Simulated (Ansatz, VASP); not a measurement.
Two plane-wave programs on Zn

POSCAR

```
Zn
1.0
   -1.5478311978      1.5478311978      1.5478311978
    1.5478311978     -1.5478311978      1.5478311978
    1.5478311978      1.5478311978     -1.5478311978
Zn
1
Direct
    0.0000000000      0.0000000000      0.0000000000
```

Contents of INCAR.step1:

```
SYSTEM = Zn
PREC = Accurate ; ENCUT = 520
EDIFF = 1E-5 ; ISMEAR = -1
SIGMA = 0.05 ; LREAL = .False.
LASPH = .True. ; NELM = 60
ALGO = Normal ; ISIF = 2
LWAVE = .True. ; LCHARG = .False.
NBANDS = 12 ; GGA = PE
```

The input INCAR.step2:

```
SYSTEM = Zn
PREC = Accurate ; ENCUT = 520
EDIFF = 1E-7 ; ISMEAR = -1
SIGMA = 0.05 ; LREAL = .False.
LASPH = .True. ; NELM = 60
ALGO = Normal ; ISIF = 2
LWAVE = .False. ; LCHARG = .False.
GGA = PE ; LHFCALC = .True.
AEXX = 0.25 ; PRECFOCK = Normal
NBANDS = 12 ; ISTART = 1
```

The input KPOINTS:

```
Automatic mesh
0
Gamma
  8 8 8
  0 0 0
```

Contents of input:

```
crystal:
  lattice:
    - [-1.5478311978, 1.5478311978, 1.5478311978]
    - [1.5478311978, -1.5478311978, 1.5478311978]
    - [1.5478311978, 1.5478311978, -1.5478311978]
  atoms:
    - { symbol: Zn, position: [0.0, 0.0, 0.0] }
hamiltonian:
  xc: pbe0
  pseudopotentials: { kind: paw }
kpoints:
  mp_grid: { grid: [8, 8, 8] }
scf:
  occupations: { method: fermi_dirac, width: 0.05 }
output:
  forces: true
  stress: true
  eigenvalues: true
  write_density: true
  write_potential: true
  elf: true
  volumetric_format: npy
```

Alike in both runs: task single point; functional PBE0; k mesh 8 × 8 × 8; occupations fermi-dirac, width 0.05 eV; no spin polarisation.

|  | VASP | Ansatz |
| --- | --- | --- |
| version | VASP 6.6.1 | Ansatz 0.2.0 |
| potentials or method | VASP PAW PBE potentials, release 64 (Zn) | Ansatz PAW |
| plane-wave cutoff (eV) | 520 | 420 |
| valence electrons in the cell | 12 | 12 |

Ansatz gave:

- gap on the k mesh at the Fermi level (eV): none
- pressure (GPa): 0.5

Question: Estimate VASP's values.

Answer: gap on the k mesh at the Fermi level (eV): none; pressure (GPa): 0.6.

A gap of «none» marks a metal or a gap that the smearing closes.
